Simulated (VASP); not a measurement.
Write the native input for VASP 6.6.1 that does the following.

- Task: single point
- Functional: PBE
- Dispersion: D3(BJ)
- Potentials or basis: VASP PAW PBE potentials, release 64 (Mo_sv, S)
- Cutoff: 520 eV
- k mesh: 15 × 15 × 4
- Occupations: gaussian, width 0.02 eV
- Spin: no spin polarisation
- Dipole correction: no
- Further INCAR settings: ALGO = Normal; EDIFF = 1e-06; NBANDS = 35

The structure of MoS2 lies in POSCAR:

```
MoS2
1.0
    3.0754498096      0.0000000000      0.0000000000
   -1.5377249048      2.6634176632      0.0000000000
    0.0000000000      0.0000000000     11.2921544692
Mo S
2 4
Direct
    0.3333333333      0.6666666667      0.2500000000
    0.6666666667      0.3333333333      0.7500000000
    0.3333333333      0.6666666667      0.6108195552
    0.6666666667      0.3333333333      0.1108195552
    0.3333333333      0.6666666667      0.8891804448
    0.6666666667      0.3333333333      0.3891804448
```

The input as run:

INCAR

```
SYSTEM = MoS2
PREC = Accurate
ENCUT = 520
EDIFF = 1E-6
ISMEAR = 0
SIGMA = 0.02
LREAL = .FALSE.
LASPH = .TRUE.
NELM = 100
ALGO = Normal
ISIF = 2
LWAVE = .FALSE.
LCHARG = .FALSE.
GGA = PE
IVDW = 12
NBANDS = 35
```

KPOINTS

```
regular mesh
0
G
  15 15 4
  0 0 0
```

Potentials or basis: VASP PAW PBE potentials, release 64 (Mo_sv, S).

Command:

```sh
$ cat potpaw_PBE.64/Mo_sv/POTCAR potpaw_PBE.64/S/POTCAR > POTCAR
$ mpirun -np 1 vasp_std > vasp.out
```

Results of the run:

```
Pressure                   : 9.4 GPa
Largest force              : 0.020 eV/Å
Band gap on the k mesh     : 0.36 eV, indirect (least direct gap 1.70 eV)
Dispersion energy per atom : -0.494 eV
```

It took 98 s on 1 thread of Intel(R) Xeon(R) Platinum 8559C (Emerald Rapids), with other jobs on the host, peak memory 0.35 GiB.
